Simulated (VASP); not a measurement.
A run of VASP 6.6.1:

INCAR

```
SYSTEM = LuHg
ALGO = Normal
EDIFF = 1E-6
ENCUT = 520
GGA = PS
ISIF = 2
ISMEAR = 0
LASPH = .True.
LCHARG = .True.
LELF = .True.
LREAL = .False.
LVHAR = .True.
LWAVE = .False.
NBANDS = 26
NELM = 60
PREC = Accurate
SIGMA = 0.05
```

Contents of KPOINTS:

```
k-points
0
Gamma
  8 8 8
  0 0 0
```

Contents of POSCAR:

```
LuHg
1.0
    3.5397942155      0.0000000000      0.0000000000
    0.0000000000      3.5397942155      0.0000000000
    0.0000000000      0.0000000000      3.5397942155
Lu Hg
1 1
Direct
    0.0000000000      0.0000000000      0.0000000000
    0.5000000000      0.5000000000      0.5000000000
```

Potentials or basis: VASP PAW PBE potentials, release 64 (Lu, Hg).

Run with:

```bash
$ cat potpaw_PBE.64/Lu/POTCAR potpaw_PBE.64/Hg/POTCAR > POTCAR
$ mpirun -np 1 vasp_std > vasp.out
```

Hardware: 1 thread of Intel Xeon 8259CL (shared host).

**Question.** How long does it take, and how much memory?

**Answer.** Wall time 67 s on 1 thread of Intel Xeon 8259CL (shared host), peak memory 0.2 GiB. Counts: scf iterations 12, k points 35.
